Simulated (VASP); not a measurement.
# B (Pnnm) in VASP: density of states with PBE

Aim: the density of states of B with PBE.

All numbers are computed with VASP 6.6.1; they aren't measurements. Logs are shortened: lines on timing, memory, paths and dates and some standing lists are left out, and cuts for length are marked.

**1. The cell of the first run**

It takes space group Pnnm (No. 58, orthorhombic). Conventional cell: a = 4.150 Å, b = 4.181 Å, c = 3.406 Å, α = 90.00°, β = 90.00°, γ = 90.00°. Within 2.3 Å of B (site symmetry 2) lie 6 B at 1.70 to 1.82 Å. B (site symmetry m) has 5 B at 1.67 to 1.82 Å within 2.2 Å.

**2. Density of states, PBE**

Input file POSCAR:

```
B
1.0
    4.1504435502      0.0000000000      0.0000000000
    0.0000000000      4.1808509005      0.0000000000
    0.0000000000      0.0000000000      3.4056231726
B
8
Direct
    0.0000000000      0.0000000000      0.7497103946
    0.5000000000      0.5000000000      0.7502896054
    0.0000000000      0.0000000000      0.2502896054
    0.5000000000      0.5000000000      0.2497103946
    0.6409541026      0.8573162352      0.0000000000
    0.3590458974      0.1426837648      0.0000000000
    0.1409541026      0.6426837648      0.5000000000
    0.8590458974      0.3573162352      0.5000000000
```

Input file INCAR.step1:

```
PREC = Accurate
ENCUT = 520
EDIFF = 1E-7
ISMEAR = 0
SIGMA = 0.1
LREAL = F
LASPH = T
NELM = 100
ALGO = Normal
ISIF = 2
LWAVE = F
LCHARG = T
GGA = PE
NBANDS = 22
```

Input file KPOINTS.step1:

```
regular mesh
0
Gamma
  10 10 12
```

Input file INCAR.step2:

```
PREC = Accurate
ENCUT = 520
EDIFF = 1E-7
ISMEAR = -5
SIGMA = 0.1
LREAL = F
LASPH = T
NELM = 100
ALGO = Normal
ISIF = 2
LWAVE = F
LCHARG = F
GGA = PE
LORBIT = 11
NEDOS = 2001
ICHARG = 11
```

Input file KPOINTS.step2:

```
regular mesh
0
Gamma
  15 15 18
```

Potentials or basis: VASP PAW PBE potentials, release 64 (B).

Command:

```bash
> cat potpaw_PBE.64/B/POTCAR > POTCAR
> cp INCAR.step1 INCAR
> cp KPOINTS.step1 KPOINTS
> mpirun -np 1 vasp_std > vasp.out
> cp INCAR.step2 INCAR
> cp KPOINTS.step2 KPOINTS
> mpirun -np 1 vasp_std > vasp.out
```

OUTCAR:

```text
PREC = Accurate
   ENCUT = 520
   EDIFF = 1E-7
   ISMEAR = -5
   LREAL = F
   LASPH = T
   NELM = 100
   ISIF = 2
   GGA = PE
   LORBIT = 11
   ICHARG = 11

 ion  position               nearest neighbor table
   1  0.000  0.000  0.750-   3 1.70   3 1.70   7 1.82   8 1.82   5 1.82   6 1.82
   2  0.500  0.500  0.750-   4 1.70   4 1.70   6 1.82   5 1.82   8 1.82   7 1.82
   3  0.000  0.000  0.250-   1 1.70   1 1.70   8 1.82   7 1.82   6 1.82   5 1.82
   4  0.500  0.500  0.250-   2 1.70   2 1.70   5 1.82   6 1.82   7 1.82   8 1.82
   5  0.641  0.857  0.000-   6 1.67   4 1.82   2 1.82   1 1.82   3 1.82
   6  0.359  0.143  0.000-   5 1.67   4 1.82   2 1.82   1 1.82   3 1.82
   7  0.141  0.643  0.500-   8 1.67   3 1.82   1 1.82   4 1.82   2 1.82
   8  0.859  0.357  0.500-   7 1.67   3 1.82   1 1.82   4 1.82   2 1.82

  LATTYP: Found a simple orthorhombic cell.
 ALAT       =     3.4056231726
 B/A-ratio  =     1.2187031095
 C/A-ratio  =     1.2276316811

  Lattice vectors:

 A1 = (   0.0000000000,   0.0000000000,   3.4056231726)
 A2 = (   4.1504435502,   0.0000000000,   0.0000000000)
 A3 = (   0.0000000000,   4.1808509005,   0.0000000000)

Analysis of symmetry for initial positions (statically):
=====================================================================
 Subroutine PRICEL returns:
 Original cell was already a primitive cell.

 Routine SETGRP: Setting up the symmetry group for a
 simple orthorhombic supercell.

 Subroutine GETGRP returns: Found  8 space group operations
 (whereof  4 operations were pure point group operations)
 out of a pool of  8 trial point group operations.

The static configuration has the point symmetry C_2h.
 The point group associated with its full space group is D_2h.

Analysis of symmetry for dynamics (positions and initial velocities):
=====================================================================
 Subroutine PRICEL returns:
 Original cell was already a primitive cell.

 Routine SETGRP: Setting up the symmetry group for a
 simple orthorhombic supercell.

 Subroutine GETGRP returns: Found  8 space group operations
 (whereof  4 operations were pure point group operations)
 out of a pool of  8 trial point group operations.

The dynamic configuration has the point symmetry C_2h.
 The point group associated with its full space group is D_2h.

 Subroutine INISYM returns: Found  8 space group operations
 (whereof  4 operations are pure point group operations),
 and found     1 'primitive' translations

----------------------------------------------------------------------------------------

                                     Primitive cell

  volume of cell :      59.0957

  direct lattice vectors                    reciprocal lattice vectors
     4.150443550  0.000000000  0.000000000     0.240938104  0.000000000  0.000000000
     0.000000000  4.180850901  0.000000000     0.000000000  0.239185760  0.000000000
     0.000000000  0.000000000  3.405623173     0.000000000  0.000000000  0.293632017

  length of vectors
     4.150443550  4.180850901  3.405623173     0.240938104  0.239185760  0.293632017

  position of ions in fractional coordinates (direct lattice)
     0.000000000  0.000000000  0.749710395
     0.500000000  0.500000000  0.750289605
     0.000000000  0.000000000  0.250289605
     0.500000000  0.500000000  0.249710395
     0.640954103  0.857316235  0.000000000
     0.359045897  0.142683765  0.000000000
     0.140954103  0.642683765  0.500000000
     0.859045897  0.357316235  0.500000000

  ion indices of the primitive-cell ions
   primitive index   ion index
                 1           1
                 2           2
                 3           3
                 4           4
                 5           5
                 6           6
                 7           7
                 8           8

----------------------------------------------------------------------------------------

 KPOINTS: regular mesh

Automatic generation of k-mesh.
 Grid dimensions read from file:
 generate k-points for:   15   15   18

 Generating k-lattice:

  Cartesian coordinates                     Fractional coordinates (reciprocal lattice)
     0.016062540  0.000000000  0.000000000     0.066666667  0.000000000  0.000000000
     0.000000000  0.015945717  0.000000000     0.000000000  0.066666667  0.000000000
     0.000000000  0.000000000  0.016312890     0.000000000  0.000000000  0.055555556

  Length of vectors
     0.016062540  0.015945717  0.016312890

  Shift w.r.t. Gamma in fractional coordinates (k-lattice)
     0.000000000  0.000000000  0.000000000

 TETIRR: Found  12123 inequivalent tetrahedra from    24300

 Subroutine IBZKPT returns following result:
 ===========================================

 Found    640 irreducible k-points:

 Following reciprocal coordinates:
            Coordinates               Weight
  0.000000  0.000000  0.000000      1.000000
  0.066667  0.000000  0.000000      2.000000
  0.133333  0.000000  0.000000      2.000000
  0.200000  0.000000  0.000000      2.000000
  0.266667  0.000000  0.000000      2.000000
  0.333333  0.000000  0.000000      2.000000
[... 16 lines left out ...]
  0.400000  0.133333  0.000000      4.000000
  0.466667  0.133333  0.000000      4.000000
 [... further k-points ...]
   k-points           NKPTS =    640   k-points in BZ     NKDIM =    640   number of bands    NBANDS=     17
   number of dos      NEDOS =   2001   number of ions     NIONS =      8
   total plane-waves  NPLWV =  28672
   dimension x,y,z NGX =    32 NGY =   32 NGZ =   28
   dimension x,y,z NGXF=    64 NGYF=   64 NGZF=   56
   ions per type =               8
   NGX,Y,Z   is equivalent  to a cutoff of  12.82, 12.72, 13.67 a.u.
   NGXF,Y,Z  is equivalent  to a cutoff of  25.64, 25.45, 27.34 a.u.
 SYSTEM =  unknown system
   PREC   = accura    normal or accurate (medium, high low for compatibility)
   ISTART =      0    job   : 0-new  1-cont  2-samecut
   ICHARG =     11    charge: 1-file 2-atom 10-const
   ISPIN  =      1    spin polarized calculation?
   LNONCOLLINEAR =      F non collinear calculations
   LSORBIT =      F    spin-orbit coupling
   LASPH  =      T    aspherical Exc in radial PAW
   ENCUT  =  520.0 eV  38.22 Ry    6.18 a.u.   7.72  7.77  6.33*2*pi/ulx,y,z
   NELM   =    100;   NELMIN=  2; NELMDL=  0     # of ELM steps
   EDIFF  = 0.1E-06   stopping-criterion for ELM
   LREAL  =      F    real-space projection
   EDIFFG = 0.1E-05   stopping-criterion for IOM
   NSW    =      0    number of steps for IOM
   IBRION =     -1    ionic relax: 0-MD 1-quasi-New 2-CG
   NFREE  =      0    steps in history (QN), initial steepest desc. (CG)
   ISIF   =      2    stress and relaxation
   ISYM   =      2    0-nonsym 1-usesym 2-fastsym
   POTIM  = 0.5000    time-step for ionic-motion
   TEBEG  =    0.0;   TEEND  =   0.0 temperature during run
   PSTRESS=    0.0 pullay stress
   NELECT =      24.0000    total number of electrons
   NUPDOWN=      -1.0000    fix difference up-down
   EMIN   =  10.00;   EMAX   =-10.00  energy-range for DOS
   EFERMI =   0.00;   METHOD = LEGACY
   ISMEAR =    -5;   SIGMA  =   0.10  broadening in eV -4-tet -1-fermi 0-gaus
   EFERMI_NEDOS =   21; number of points for ismear=-14 and -15
   IALGO  =     38    algorithm
   IMIX   =      4    mixing-type and parameters
     AMIX     =   0.40;   BMIX     =  1.00
     AMIX_MAG =   1.60;   BMIX_MAG =  1.00
  volume/ion in A,a.u.               =       7.39        49.85
  Fermi-wavevector in a.u.,A,eV,Ry     =   1.212346  2.291002 19.997615  1.469783
  Thomas-Fermi vector in A             =   2.347833
   LORBIT       =     11    0 simple, 1 ext, 2 COOP (PROOUT), +10 PAW based schemes
   GGA     = PE    functional components
   LHFCALC =     F    Hartree Fock is set to
   AEXX    =    0.0000 exact exchange contribution
   IVDW    =     0    specifies the selected vdW correction
   LEPSILON=     F    determine dielectric tensor
   LRPA    =     F    only Hartree local field effects (RPA)
 non-spin polarized calculation
 Fermi weights with tetrahedron method with Bloechl corrections
  energy-cutoff  :      520.00
  volume of cell :       59.10
 maximum number of plane-waves:      1610
 NGX is ok and might be reduce to    32

 number of electron      24.0000001 magnetization

 Free energy of the ion-electron system (eV)
  ---------------------------------------------------
  ext. energy  EPLUGINS =         0.00000000
  ---------------------------------------------------
  free energy    TOTEN  =       -50.09250429 eV

  energy without entropy =      -50.09250429  energy(sigma->0) =      -50.09250429

 E-fermi :   5.5154     XC(G=0): -11.6257

 val. band max:        5.6352395658   @ k =   0.0000   0.1333   0.5000
 cond. band min:       5.4413356177   @ k =   0.0000   0.2667   0.4444
 fundamental gap:     -0.1939039481
 Fermi energy:         5.5154041290

 k-point     1 :       0.0000    0.0000    0.0000
  band No.  band energies     occupation
      1      -9.3502      2.00000
      2      -4.4689      2.00000
      3      -2.6126      2.00000
      4      -2.5350      2.00000
      5      -1.9559      2.00000
      6       0.3990      2.00000
[... 9 lines left out ...]
     16      10.7606      0.00000
     17      12.0585      0.00000
[... 441 lines left out ...]
 k-point    24 :       0.4667    0.1333    0.0000
  band No.  band energies     occupation
      1      -7.8430      2.00000
      2      -7.4326      2.00000
      3      -2.7753      2.00000
      4      -2.3861      2.00000
      5      -0.6868      2.00000
      6      -0.5115      2.00000
[... 9 lines left out ...]
     16      11.7806      0.00000
     17      12.1180      0.00000

 [... further k-points ...]

------------------------ aborting loop because EDIFF is reached ----------------------------------------

  FORCE on cell =-STRESS in cart. coord.  units (eV):
  Direction    XX          YY          ZZ          XY          YZ          ZX
  --------------------------------------------------------------------------------------
  -------------------------------------------------------------------------------------
  Total       -0.0134125     -0.0359816      0.1059596     -0.0000000      0.0000000      0.0000000
  in kB       -0.3636328     -0.9755187      2.8727332     -0.0000000      0.0000000      0.0000000
  external PRESSURE =       0.5111939 kB  Pullay stress =       0.0000000 kB

 VOLUME and BASIS-vectors are now :
 -----------------------------------------------------------------------------
  energy-cutoff  :      520.00
  volume of cell :       59.10
      direct lattice vectors                 reciprocal lattice vectors
     4.150443550  0.000000000  0.000000000     0.240938104  0.000000000  0.000000000
     0.000000000  4.180850901  0.000000000     0.000000000  0.239185760  0.000000000
     0.000000000  0.000000000  3.405623173     0.000000000  0.000000000  0.293632017

 POSITION                                       TOTAL-FORCE (eV/Angst)
 -----------------------------------------------------------------------------------
      0.00000      0.00000      2.55323         0.000000     -0.000000      0.004368
      2.07522      2.09043      2.55520        -0.000000     -0.000000     -0.004368
      0.00000      0.00000      0.85239         0.000000     -0.000000     -0.004368
      2.07522      2.09043      0.85042         0.000000     -0.000000      0.004368
      2.66024      3.58431      0.00000        -0.043751      0.045559     -0.000000
      1.49020      0.59654      0.00000         0.043751     -0.045559     -0.000000
      0.58502      2.68696      1.70281        -0.043751     -0.045559     -0.000000
      3.56542      1.49389      1.70281         0.043751      0.045559     -0.000000
 -----------------------------------------------------------------------------------
    total drift:                                0.000000     -0.000000     -0.000000

  FREE ENERGIE OF THE ION-ELECTRON SYSTEM (eV)
  ---------------------------------------------------
  free  energy   TOTEN  =       -50.0925042948 eV

  energy  without entropy=      -50.0925042948  energy(sigma->0) =      -50.09250429

 total charge

# of ion       s       p       d       tot
------------------------------------------
    1        0.682   1.313   0.000   1.995
    2        0.682   1.313   0.000   1.995
    3        0.682   1.313   0.000   1.995
    4        0.682   1.313   0.000   1.995
    5        0.715   1.240   0.000   1.955
    6        0.715   1.240   0.000   1.955
    7        0.715   1.240   0.000   1.955
    8        0.715   1.240   0.000   1.955
--------------------------------------------------
tot          5.588  10.212   0.000  15.800
```

Wall time 7.6 min (1 thread of Intel Xeon Platinum 8488C (Sapphire Rapids), shared host); peak memory 0.53 GiB.

What came out:

| Item | Value |
| --- | --- |
| Valence electrons inside the program's atomic spheres | B 2.00, 1.96 |

Caveat: tetrahedron occupations give inexact forces and stress in metals.
